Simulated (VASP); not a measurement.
**SeO: single point with PBE**

The system is SeO.

```
Se O
1.0
     2.87628    0.00000    0.00000
     0.00000    2.87628    0.00000
     0.00000    0.00000    3.00627
Se O
1 1
Direct
  0.50000 0.50000 0.50000
  0.00000 0.00000 0.00000
```

| Item | Value |
| --- | --- |
| Program | VASP 6.6.1 |
| Task | single point |
| Functional | PBE |
| Potentials or basis | VASP PAW PBE potentials, release 64 (Se, O) |
| Cutoff | 520 eV |
| k mesh | 6 × 6 × 4 |
| Occupations | gaussian, width 0.1 eV |
| Spin | collinear spin, ferromagnetic start |
| Starting moments | [0.0, 0.69] μB |

```yaml
Pressure: -0.2 GPa
Band_gap_on_the_k_mesh: zero (filled and empty bands overlap)
Net_moment: 0.00 μB per cell
Valence_electrons_inside_the_program's_atomic_spheres: Se 3.48; O 4.79
```

Levels at points of the mesh, in eV from the Fermi level:
Spin up:
| k point | band 2 | band 3 | band 4 | band 5 | band 6 | band 7 | band 8 | band 9 | band 10 | band 11 |
| --- | --- | --- | --- | --- | --- | --- | --- | --- | --- | --- |
| (0.00, 0.00, 0.00) | -12.53 | -3.94 | -3.23 | -3.23 | 3.06 | 3.45 | 3.45 | 6.69 | 7.15 | 15.38 |
| (0.50, 0.00, 0.00) | -14.47 | -4.01 | -2.33 | -1.93 | -1.89 | 1.13 | 2.11 | 9.40 | 13.82 | 14.75 |
| (0.50, 0.50, 0.00) | -12.20 | -7.32 | -7.32 | -1.89 | 1.16 | 1.16 | 2.44 | 8.13 | 11.67 | 13.15 |
| (0.00, 0.00, 0.50) | -14.89 | -3.47 | -2.00 | -2.00 | -1.69 | 1.81 | 1.81 | 9.26 | 14.09 | 14.13 |
| (0.50, 0.00, 0.50) | -12.65 | -7.59 | -7.35 | -1.62 | 1.36 | 1.73 | 3.10 | 8.88 | 12.07 | 14.01 |
| (0.50, 0.50, 0.50) | -10.77 | -4.13 | -4.13 | -4.06 | -3.89 | -3.89 | -3.30 | 11.94 | 12.81 | 12.81 |
Spin down:
```csv
k point,band 3,band 4,band 5,band 6,band 7,band 8,band 9,band 10
"(0.00, 0.00, 0.00)",-3.94,-3.23,-3.23,3.06,3.45,3.45,6.69,7.15
"(0.50, 0.00, 0.00)",-4.01,-2.33,-1.93,-1.89,1.13,2.11,9.40,13.82
"(0.50, 0.50, 0.00)",-7.32,-7.32,-1.89,1.16,1.16,2.44,8.13,11.67
"(0.00, 0.00, 0.50)",-3.47,-2.00,-2.00,-1.69,1.81,1.81,9.26,14.09
"(0.50, 0.00, 0.50)",-7.59,-7.35,-1.62,1.36,1.73,3.10,8.88,12.07
"(0.50, 0.50, 0.50)",-4.13,-4.13,-4.06,-3.89,-3.89,-3.30,11.94,12.81
```

It took 8.4 s on 1 thread of Intel(R) Xeon(R) 6975P-C (Granite Rapids), with other jobs on the host, peak memory 0.15 GiB.

Caveat: the k points lie up to 0.52 Å⁻¹ apart, too coarse for converged energies and pressures of a metal.
